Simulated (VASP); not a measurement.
Crystal: B2Pb.

```xyz
6
Lattice="3.1096 0.0000 0.0000 0.0000 3.1096 0.0000 0.0000 0.0000 8.9471" Properties=species:S:1:pos:R:3 pbc="T T T"
B     0.0000    0.0000    0.0000
B     1.5548    1.5548    0.0000
B     0.0000    1.5548    0.9371
B     1.5548    0.0000    8.0100
Pb    0.0000    1.5548    6.0754
Pb    1.5548    0.0000    2.8717
```

| Property | Result |
| --- | --- |
| Program | VASP 6.6.1 |
| Task | relaxation of cell and atoms |
| Functional | PBE |
| Potentials or basis | VASP PAW PBE potentials, release 64 (B, Pb_d) |
| Cutoff | 600 eV |
| k mesh | 12 × 12 × 4 |
| Occupations | gaussian, width 0.1 eV |
| Spin | no spin polarisation |

At the start: pressure -0.0 GPa; volume 14.42 Å³/atom.

Q: How do energy, volume and symmetry change on relaxing?

A: Over 12 steps the energy falls by 12.1 meV/atom and the volume is 14.67 Å³/atom (+1.7 %); space group P4/nmm (No. 129, to 0.1 Å) before and after.

The path:
```csv
step,energy change (eV),largest force (eV/Å),pressure (GPa),volume (Å³)
1,0.0000,0.3695,-0.01,86.51
2,-0.0304,0.2898,0.42,86.49
3,-0.0522,0.1779,1.33,86.44
4,-0.0530,0.1596,1.54,86.42
5,-0.0661,0.1935,-0.87,88.80
6,-0.0665,0.1807,-0.53,88.45
7,-0.0707,0.0507,-0.04,88.43
8,-0.0707,0.0520,-0.05,88.43
9,-0.0713,0.0418,-0.04,88.36
10,-0.0724,0.0127,-0.04,88.13
11,-0.0715,0.0538,0.03,87.67
12,-0.0726,0.0038,0.00,87.99
```

Final structure:
```
B Pb
1.0
     3.08455    0.00000    0.00000
     0.00000    3.08455    0.00000
     0.00000    0.00000    9.24844
B Pb
4 2
Cartesian
  0.0000 0.0000 0.0000
  1.5423 1.5423 0.0000
  0.0000 1.5423 0.9147
  1.5423 0.0000 8.3338
  3.0845 1.5423 6.1670
  1.5423 0.0000 3.0815
```

Caveat: the highest band is partly filled, so the run has too few bands.
